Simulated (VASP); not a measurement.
Write the native input for VASP 6.6.1 that does the following.

```
Task                   : single point
Functional             : PBE
Potentials or basis    : VASP PAW PBE potentials, release 64 (Cd, O)
Cutoff                 : 520 eV
k mesh                 : 4 × 4 × 3
Occupations            : gaussian, width 0.2 eV
Spin                   : no spin polarisation
Dipole correction      : no
Further INCAR settings : ALGO = Normal; EDIFF = 1e-06; NBANDS = 32
```

The structure of Cd3O2 lies in POSCAR:

```
Cd3O2
1.0
    4.4033236854      0.0000000000      0.0000000000
    0.0000000000      4.4033236854      0.0000000000
    0.0000000000      0.0000000000      5.7149044345
Cd O
3 2
Direct
    0.5000000000      0.0000000000      0.9875053127
    0.0000000000      0.5000000000      0.9875053127
    0.0000000000      0.0000000000      0.4386283262
    0.0000000000      0.0000000000      0.8292906100
    0.5000000000      0.5000000000      0.0270703584
```

The cell was built from a structure type or drawn by symmetry, and may not be a known phase.

One way to write it, as run:

INCAR

```
SYSTEM = Cd3O2
ALGO     = Normal         ! electronic algorithm
EDIFF    = 1E-6           ! SCF threshold, eV
ENCUT    = 520            ! plane-wave cutoff, eV
GGA      = PE             ! functional
ISIF     = 2              ! what is computed and relaxed
ISMEAR   = 0              ! smearing method
LASPH    = .TRUE.         ! aspherical terms in the spheres
LCHARG   = .FALSE.        ! write CHGCAR
LREAL    = .FALSE.        ! projectors in reciprocal space
LWAVE    = .FALSE.        ! write WAVECAR
NBANDS   = 32             ! bands
NELM     = 80             ! most SCF steps
PREC     = Accurate       ! precision mode
SIGMA    = 0.2            ! smearing width, eV
```

KPOINTS

```
k-points
0
G
  4 4 3
  0 0 0
```

Potentials or basis: VASP PAW PBE potentials, release 64 (Cd, O).

Command:

```bash
$ cat potpaw_PBE.64/Cd/POTCAR potpaw_PBE.64/O/POTCAR > POTCAR
$ mpirun -np 1 vasp_std > vasp.out
```

Results of the run:

```json
{
 "Pressure": "0.6 GPa",
 "Largest force": "0.067 eV/Å",
 "Band gap on the k mesh": "0.34 eV (least direct gap 0.83 eV)"
}
```

Caveat: an odd mesh through Γ misses points on the zone boundary, where band edges can lie.

Wall time 56 s on 1 thread of Intel(R) Xeon(R) Platinum 8488C (Sapphire Rapids), on a shared host, peak memory 0.24 GiB.
